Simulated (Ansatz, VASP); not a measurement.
## Cs2CrF6 in VASP and in Ansatz

File INCAR:

```
SYSTEM = Cs2CrF6
PREC = Accurate ; ENCUT = 600
EDIFF = 1E-6 ; ISMEAR = 0
SIGMA = 0.05 ; LREAL = .False.
LASPH = .True. ; NELM = 200
ALGO = Normal ; ISIF = 2
LWAVE = .False. ; LCHARG = .True.
ISPIN = 2 ; MAGMOM = 0 0 1.6 0.02 0.02 0.02 0.02 0.02 0.02
LORBIT = 11 ; LMAXMIX = 4
LELF = .True. ; LVHAR = .True.
NBANDS = 51 ; GGA_COMPAT = .False.
```

File KPOINTS:

```
regular mesh
0
Gamma
  4 4 4
  0 0 0
```

Contents of POSCAR:

```
Cs2CrF6
1.0
    0.0000000000      4.5110002500      4.5110002500
    4.5110002500      0.0000000000      4.5110002500
    4.5110002500      4.5110002500      0.0000000000
Cs Cr F
2 1 6
Direct
    0.2500000000      0.2500000000      0.2500000000
    0.7500000000      0.7500000000      0.7500000000
    0.0000000000      0.0000000000      0.0000000000
    0.8080000000      0.1920000000      0.1920000000
    0.1920000000      0.8080000000      0.1920000000
    0.1920000000      0.8080000000      0.8080000000
    0.8080000000      0.1920000000      0.8080000000
    0.1920000000      0.1920000000      0.8080000000
    0.8080000000      0.8080000000      0.1920000000
```

Input for Ansatz:

```yaml
crystal:
  lattice:
    - [0.0, 4.51100025, 4.51100025]
    - [4.51100025, 0.0, 4.51100025]
    - [4.51100025, 4.51100025, 0.0]
  atoms:
    - { symbol: Cs, position: [0.25, 0.25, 0.25] }
    - { symbol: Cs, position: [0.75, 0.75, 0.75] }
    - { symbol: Cr, position: [0.0, 0.0, 0.0], spin: 2.0 }
    - { symbol: F, position: [0.808, 0.192, 0.192] }
    - { symbol: F, position: [0.192, 0.808, 0.192] }
    - { symbol: F, position: [0.192, 0.808, 0.808] }
    - { symbol: F, position: [0.808, 0.192, 0.808] }
    - { symbol: F, position: [0.192, 0.192, 0.808] }
    - { symbol: F, position: [0.808, 0.808, 0.192] }
basis:
  ecutwfc: 420
  ecutrho_ratio: 4
kpoints:
  mp_grid: { grid: [4, 4, 4] }
hamiltonian:
  xc: lda
  hubbard:
    sites:
      - { site: 2, l: d, u_eff: 0.0, starting_ns: [{ spin: up, occupation_matrix: s2up }, { spin: down, occupation_matrix: s2down }] }
    occupation_matrices:
      s2up:
        matrix:
          - [0.02, 0.0, 0.0, 0.0, 0.0]
          - [0.0, 0.02, 0.0, 0.0, 0.0]
          - [0.0, 0.0, 0.97, 0.0, 0.0]
          - [0.0, 0.0, 0.0, 0.02, 0.0]
          - [0.0, 0.0, 0.0, 0.0, 0.97]
      s2down:
        matrix:
          - [0.02, 0.0, 0.0, 0.0, 0.0]
          - [0.0, 0.02, 0.0, 0.0, 0.0]
          - [0.0, 0.0, 0.02, 0.0, 0.0]
          - [0.0, 0.0, 0.0, 0.02, 0.0]
          - [0.0, 0.0, 0.0, 0.0, 0.02]
    ns_hold: { iters: 10 }
scf:
  occupations: { method: gaussian, width: 0.05 }
  lower_state_search: "off"
  max_iter: 150
output:
  forces: true
  stress: true
  eigenvalues: true
  populations: true
  hubbard: { sites: [{ site: 2, l: d }] }
  write_density: true
  write_potential: true
  elf: true
  volumetric_format: npy
magnetization:
  spin_polarized: true
```

Alike in both runs: task single point; functional LDA; k mesh 4 × 4 × 4; occupations gaussian, width 0.05 eV; collinear spin.

|  | VASP | Ansatz |
| --- | --- | --- |
| version | VASP 6.6.1 | Ansatz 0.2.0 |
| potentials or method | VASP PAW LDA potentials, release 64 (Cs_sv, Cr_sv, F), cutoff 600 eV | scalar-relativistic, plane waves, PAW |
| valence electrons in the cell | 74 | 74 |

|  | VASP | Ansatz | Ansatz less VASP |
| --- | --- | --- | --- |
| gap on the k mesh at the Fermi level (eV) | none | none | - |
| pressure (GPa) | 5.0 | 5.1 | +0.03 |
| rms of the force components (eV/Å) | 1.245 | 1.192 | -0.0537 |
| net moment per atom (μB) | 0.22 | 0.22 | 0.000 |
| size of the moment on the site where the two differ most (μB) | 1.70 | 1.45 | -0.243 |

LDA's correlation is that of Perdew and Zunger in VASP and of Perdew and Wang (1992) in Ansatz. Site moments also hang on the region over which each program counts them. Atom by atom the forces differ by 0.054 eV/Å (rms over components). A gap of «none» marks a metal or a gap that the smearing closes. Ansatz's warnings: specified occupation not kept, symmetry narrowed by occupation matrices.

Spin-orbit coupling is off throughout.
